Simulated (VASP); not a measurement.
NiO:

```xyz
2
Lattice="0.0000 2.0936 2.0936 2.0936 0.0000 2.0936 2.0936 2.0936 0.0000" Properties=species:S:1:pos:R:3 pbc="T T T"
Ni    0.0000    0.0000    0.0000
O     2.0936    2.0936    2.0936
```

Base run:

```yaml
Program: VASP 6.6.1
Functional: LDA
Potentials_or_basis: VASP PAW LDA potentials, release 64 (Ni, O)
Cutoff: 520 eV
k_mesh: 9 × 9 × 9
Occupations: gaussian, width 0.05 eV
Spin: collinear spin, ferromagnetic start
Starting_moments: "[2.0, 0.0] μB"
```

Its results: pressure -22.9 GPa; net moment 0.41 μB per cell; site moments Ni +0.28; O +0.05 μB.

Question: The run is repeated on the same cell with these changes: further incar settings from ALGO = Normal; EDIFF = 1e-06; NBANDS = 19 to ALGO = Normal; EDIFF = 1e-07; NBANDS = 19. What comes out?

Answer: Pressure -20.6 GPa; net moment 0.64 μB per cell; site moments Ni +0.53; O +0.09 μB.

Caveats: a cell with one magnetic atom can't hold antiferromagnetic order, which such compounds often take.
